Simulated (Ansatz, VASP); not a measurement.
**Zr2O: VASP beside Ansatz**

```
CELL_PARAMETERS angstrom
4.94430 0.00000 0.00000
0.00000 4.94430 0.00000
0.00000 0.00000 4.87229
ATOMIC_POSITIONS crystal
Zr 0.25000 0.25000 0.75000
Zr 0.75000 0.25000 0.25000
Zr 0.25000 0.75000 0.25000
Zr 0.75000 0.75000 0.75000
O 0.00000 0.00000 0.00000
O 0.50000 0.50000 0.50000
```

Change from the starting cell: strain +0.030 along x and y, +0.015 along z, atoms carried along.

Alike in both runs: task single point; functional PBEsol; k mesh 10 × 10 × 10; occupations gaussian, width 0.15 eV; no spin polarisation.

```csv
,VASP,Ansatz
version,VASP 6.6.1,Ansatz 0.2.0
potentials or method,"VASP PAW PBE potentials, release 64 (Zr_sv, O), cutoff 520 eV","scalar-relativistic, plane waves, PAW"
valence electrons in the cell,60,60
```

VASP gave:

| Property | Result |
| --- | --- |
| gap on the k mesh at the Fermi level (eV) | none |
| pressure (GPa) | -8.9 |
| traceless stress, the component that is largest in VASP (GPa) | 0.55 |

Problem. Estimate Ansatz's values.

Solution. gap on the k mesh at the Fermi level (eV): none; pressure (GPa): -9.0; traceless stress, the component that is largest in VASP (GPa): 0.55.

VASP's potentials were made for PBE, not for PBEsol. A gap of «none» marks a metal or a gap that the smearing closes.
